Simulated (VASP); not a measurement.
CaSe:

```
CELL_PARAMETERS angstrom
4.18041 0.00000 0.00000
2.09021 3.62035 0.00000
2.09021 1.20678 3.41329
ATOMIC_POSITIONS crystal
Ca 0.00000 0.00000 0.00000
Se 0.50000 0.50000 0.50000
```

```yaml
Program: VASP 6.6.1
Task: relaxation of volume and atoms at fixed shape
Functional: PBE
Potentials_or_basis: VASP PAW PBE potentials, release 64 (Ca_sv, Se)
Cutoff: 600 eV
k_mesh: 14 × 14 × 14
Occupations: fermi-dirac, width 0.02 eV
Spin: no spin polarisation
```

At the start: pressure 1.4 GPa; volume 25.83 Å³/atom.

Task: How do energy, volume and symmetry change on relaxing?

Result: Over 3 steps the energy falls by 2.9 meV/atom and the volume is 26.53 Å³/atom (+2.7 %); space group Fm-3m (No. 225, to 0.05 Å).

The path:
```
step  energy change (eV)  largest force (eV/Å)  pressure (GPa)  volume (Å³)
   1              0.0000                0.0000            1.36        51.66
   2             -0.0057                0.0000           -0.23        53.32
   3             -0.0059                0.0000            0.01        53.06
```

Final structure:
```
Ca Se
1.0
     4.21800    0.00000    0.00000
     2.10900    3.65289    0.00000
     2.10900    1.21763    3.44398
Ca Se
1 1
Direct
  0.00000 0.00000 0.00000
  0.50000 0.50000 0.50000
```
